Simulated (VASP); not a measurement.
Write the native input for VASP 6.6.1 that does the following.

| Item | Value |
| --- | --- |
| Task | single point |
| Functional | PBE |
| Potentials or basis | VASP PAW PBE potentials, release 64 (As, B, Sb) |
| Cutoff | 520 eV |
| k mesh | 4 × 4 × 4 |
| Occupations | gaussian, width 0.01 eV |
| Spin | no spin polarisation |
| Dipole correction | no |
| Further INCAR settings | ALGO = Normal; EDIFF = 1e-06; NBANDS = 16 |

The structure of B2SbAs lies in POSCAR:

```
B2SbAs
1.0
    3.5470589548      0.0000000000      0.0000000000
    0.0000000000      3.5470589548      0.0000000000
    0.0000000000      0.0000000000      5.0342303828
As B Sb
1 2 1
Direct
    0.0000000000      0.0000000000      0.0000000000
    0.0000000000      0.5000000000      0.7698922569
    0.5000000000      0.0000000000      0.2301077431
    0.5000000000      0.5000000000      0.5000000000
```

These files were run (other wordings do the same):

INCAR

```
SYSTEM = B2SbAs
PREC     = Accurate       ! precision mode
ENCUT    = 520            ! plane-wave cutoff, eV
EDIFF    = 1E-6           ! SCF threshold, eV
ISMEAR   = 0              ! smearing method
SIGMA    = 0.01           ! smearing width, eV
LREAL    = .FALSE.        ! projectors in reciprocal space
LASPH    = .TRUE.         ! aspherical terms in the spheres
NELM     = 80             ! most SCF steps
ALGO     = Normal         ! electronic algorithm
ISIF     = 2              ! what is computed and relaxed
LWAVE    = .FALSE.        ! write WAVECAR
LCHARG   = .FALSE.        ! write CHGCAR
GGA      = PE             ! functional
NBANDS   = 16             ! bands
```

KPOINTS

```
Automatic mesh
0
G
  4 4 4
  0 0 0
```

Potentials or basis: VASP PAW PBE potentials, release 64 (As, B, Sb).

Command:

```console
$ cat potpaw_PBE.64/As/POTCAR potpaw_PBE.64/B/POTCAR potpaw_PBE.64/Sb/POTCAR > POTCAR
$ mpirun -np 1 vasp_std > vasp.out
```

Results of the run:

- Pressure: 2.3 GPa
- Largest force: 0.094 eV/Å
- Band gap on the k mesh: 0.83 eV, indirect (least direct gap 0.88 eV)

Caveat: the k points lie up to 0.44 Å⁻¹ apart; spin-orbit coupling is left out, which moves the levels of the heavy elements.

Wall time 9.7 s on 1 thread of Intel(R) Xeon(R) 6975P-C (Granite Rapids), on a shared host, peak memory 0.18 GiB.
